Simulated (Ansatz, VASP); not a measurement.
# Two plane-wave programs on GaP

INCAR

```
SYSTEM = GaP
PREC = Accurate
ENCUT = 500
EDIFF = 1E-6
ISMEAR = 0
SIGMA = 0.02
LREAL = .False.
LASPH = .True.
NELM = 120
ALGO = Normal
ISIF = 2
LWAVE = .False.
LCHARG = .False.
GGA = PS
NBANDS = 16
GGA_COMPAT = .False.
```

File KPOINTS:

```
Automatic mesh
0
Gamma
  8 8 8
  0 0 0
```

POSCAR

```
GaP
1.0
    0.0000000000      2.7245686875      2.7654474375
    2.7245686875      0.0000000000      2.7654474375
    2.7245686875      2.7245686875      0.0000000000
Ga P
1 1
Direct
    0.0000000000      0.0000000000      0.0000000000
    0.7500000000      0.7500000000      0.7500000000
```

Input for Ansatz:

```yaml
crystal:
  lattice:
    - [0.0, 2.7245686875, 2.7654474375]
    - [2.7245686875, 0.0, 2.7654474375]
    - [2.7245686875, 2.7245686875, 0.0]
  atoms:
    - { symbol: Ga, position: [0.0, 0.0, 0.0] }
    - { symbol: P, position: [0.75, 0.75, 0.75] }
basis:
  ecutwfc: 420
kpoints:
  mp_grid: { grid: [8, 8, 8] }
hamiltonian:
  xc: pbesol
scf:
  occupations: { method: gaussian, width: 0.02 }
output:
  forces: true
  stress: true
  eigenvalues: true
```

Alike in both runs: task single point; functional PBEsol; k mesh 8 × 8 × 8; occupations gaussian, width 0.02 eV; no spin polarisation.

```csv
,VASP,Ansatz
version,VASP 6.6.1,Ansatz 0.2.0
potentials or method,"VASP PAW PBE potentials, release 64 (Ga_d, P), cutoff 500 eV","scalar-relativistic, plane waves, PAW"
valence electrons in the cell,18,18
```

VASP gave:

| Item | Value |
| --- | --- |
| gap on the k mesh at the Fermi level (eV) | 1.47 |
| least direct gap on the mesh (eV) | 1.60 |
| pressure (GPa) | -1.8 |
| traceless stress, the component that is largest in VASP (GPa) | -0.76 |

Q: Estimate Ansatz's values.

A: gap on the k mesh at the Fermi level (eV): 1.47; least direct gap on the mesh (eV): 1.60; pressure (GPa): -1.7; traceless stress, the component that is largest in VASP (GPa): -0.76.

VASP's potentials were made for PBE, not for PBEsol. The functional is the same, so the differences come from potentials, cutoffs and numerics.
